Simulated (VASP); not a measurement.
## PrBiC: relaxation of cell and atoms with PBE

Crystal: PrBiC.

```xyz
3
Lattice="3.5863 0.0000 0.0000 0.0000 3.5863 0.0000 0.0000 0.0000 6.6484" Properties=species:S:1:pos:R:3 pbc="T T T"
Pr    1.7932    1.7932    0.0000
Bi    1.7932    1.7932    3.3242
C     0.0000    0.0000    0.0000
```

The cell was generated, and may not be a known phase.

```json
{"Program": "VASP 6.6.1", "Task": "relaxation of cell and atoms", "Functional": "PBE", "Potentials or basis": "VASP PAW PBE potentials, release 64 (Pr_3, Bi_d, C), 4f in core", "Cutoff": "600 eV", "k mesh": "6 × 6 × 4", "Occupations": "gaussian, width 0.1 eV", "Spin": "no spin polarisation", "Dipole correction": "no", "Further INCAR settings": "ALGO = Normal; EDIFF = 1e-07; IBRION = 2; EDIFFG = -0.04; NSW = 90; ISIF = 3"}
```

The relaxed volume is 28.34 Å³/atom. The relaxed cell is a = 3.512 Å, b = 3.512 Å, c = 6.894 Å, α = 90.00°, β = 90.00°, γ = 90.00°. The space group after relaxing (to 0.1 Å) is P4/mmm (No. 123). The energy gained by relaxing is 17.9 meV/atom. The ionic steps are 5 and the pressure after relaxing is 0.0 GPa. The band gap on the k mesh is zero (bands 15 and 16 overlap by 1.97 eV).

Step by step:
```tsv
step	energy change (eV)	largest force (eV/Å)	pressure (GPa)	volume (Å³)
1	0.0000	0.0000	-1.18	85.51
2	-0.0460	0.0000	1.02	82.89
3	-0.0462	0.0000	0.86	83.06
4	-0.0533	0.0000	0.18	84.50
5	-0.0537	0.0000	-0.05	85.02
```

Final structure:
```
Pr Bi C
1.0
     3.51187    0.00000    0.00000
     0.00000    3.51187    0.00000
     0.00000    0.00000    6.89390
Pr Bi C
1 1 1
Direct
  0.50000 0.50000 0.00000
  0.50000 0.50000 0.50000
  0.00000 0.00000 0.00000
```

Levels at points of the mesh, in eV from the Fermi level:
```
           k point  band 11  band 12  band 13  band 14  band 15  band 16  band 17  band 18  band 19
(0.00, 0.00, 0.00)    -9.03    -2.05     0.48     0.98     1.19     1.19     2.34     3.39     3.39
(0.50, 0.00, 0.00)    -6.82    -2.79    -2.78    -1.88    -1.67    -0.13     3.43     4.62     5.23
(0.50, 0.50, 0.00)    -8.72    -1.51    -1.51     0.33     1.13     1.13     1.27     1.59     1.59
(0.00, 0.00, 0.50)    -9.08    -2.48    -0.18     0.48     1.20     1.20     2.98     2.98     5.39
(0.50, 0.00, 0.50)    -6.81    -3.27    -2.83    -1.88    -1.19    -0.77     4.09     4.40     5.75
(0.50, 0.50, 0.50)    -8.61    -1.68    -1.68    -0.09     0.26     1.03     1.03     2.41     2.41
```

Run time: 3.5 min on 1 thread of Intel(R) Xeon(R) Platinum 8259CL CPU @ 2.50GHz (Skylake/Cascade Lake) (shared host), peak memory 0.26 GiB.

Caveat: spin-orbit coupling is left out, which moves the levels of the heavy elements; the 4f electrons are frozen in the core, so they carry no moment and show no levels. Spin polarisation is off, so any magnetic state and its effect on volume and gap are missing.
